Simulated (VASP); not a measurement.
Ga2O3:

```
CELL_PARAMETERS angstrom
2.99095 0.00000 0.00000
-1.49547 2.59024 0.00000
0.00000 0.00000 6.84579
ATOMIC_POSITIONS crystal
Ga 0.33333 0.66667 0.20392
Ga 0.66667 0.33333 0.79608
O 0.00000 0.00000 0.00000
O 0.33333 0.66667 0.69160
O 0.66667 0.33333 0.30840
```

Base run:

| Item | Value |
| --- | --- |
| Program | VASP 6.6.1 |
| Functional | PBE |
| Potentials or basis | VASP PAW PBE potentials, release 64 (Ga_d, O) |
| Cutoff | 520 eV |
| k mesh | 12 × 12 × 4 |
| Occupations | gaussian, width 0.01 eV |
| Spin | no spin polarisation |

Its results: band gap on the k mesh 2.49 eV, direct; pressure 9.0 GPa; largest force 0.481 eV/Å.

Task: The run is repeated on the same cell with these changes: functional from PBE to r2SCAN; further incar settings from ALGO = Normal; EDIFF = 1e-06; NBANDS = 30 to ALGO = Normal; EDIFF = 1e-07; NBANDS = 30. What comes out?

Result: Band gap on the k mesh 3.09 eV, direct; pressure 1.8 GPa; largest force 0.111 eV/Å.

Caveats: the PAW data sets were made with another functional, which shifts forces and pressure a little (some runs).

A k mesh can miss the band edges.
